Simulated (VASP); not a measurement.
A run of VASP 6.6.1 is set up as follows.

The input INCAR:

```
PREC     = Accurate       # precision mode
ENCUT    = 840            # plane-wave cutoff, eV
EDIFF    = 1E-6           # SCF threshold, eV
ISMEAR   = 0              # smearing method
SIGMA    = 0.1            # smearing width, eV
LREAL    = F              # projectors in reciprocal space
LASPH    = T              # aspherical terms in the spheres
NELM     = 120            # most SCF steps
ALGO     = Normal         # electronic algorithm
ISIF     = 2              # what is computed and relaxed
LWAVE    = F              # write WAVECAR
LCHARG   = F              # write CHGCAR
GGA      = PE             # functional
NBANDS   = 43             # bands
GGA_COMPAT= F
```

KPOINTS

```
regular mesh
0
Gamma
  4 4 4
```

POSCAR

```
MgCd2SO2
1.0
    4.2087846600      0.0000000000      0.0000000000
    0.0000000000      4.2087846600      0.0000000000
    0.0000000000      0.0000000000      5.4158425100
Mg Cd S O
1 2 1 2
Direct
    0.0000000000      0.0000000000      0.5000000000
    0.5000000000      0.5000000000      0.7223759900
    0.5000000000      0.5000000000      0.2776240100
    0.0000000000      0.0000000000      0.0000000000
    0.5000000000      0.0000000000      0.0000000000
    0.0000000000      0.5000000000      0.0000000000
```

Potentials or basis: VASP PAW PBE potentials, release 64 (Mg_sv, Cd_sv_GW, S, O).

Run with:

```sh
$ cat potpaw_PBE.64/Mg_sv/POTCAR potpaw_PBE.64/Cd_sv_GW/POTCAR potpaw_PBE.64/S/POTCAR potpaw_PBE.64/O/POTCAR > POTCAR
$ mpirun -np 1 vasp_std > vasp.out
```

Problem. Predict the largest force.

Solution. 3.181 eV/Å.

Problem. Estimate the band gap on the k mesh.

Solution. Zero (bands 34 and 35 overlap by 2.90 eV).

Problem. What does it give for the pressure?

Solution. 3.1 GPa.

Forces on the atoms (eV/Å):
```
Mg   0.000  0.000  0.000
Cd   0.000  0.000  3.181
Cd   0.000  0.000 -3.181
S    0.000  0.000  0.000
O    0.000  0.000  0.000
O    0.000  0.000  0.000
```

Caveat: the k points lie up to 0.37 Å⁻¹ apart, too coarse for converged energies and pressures of a metal; forces of over 1 eV/Å act on the atoms, so gaps and moduli don't describe the material at rest.
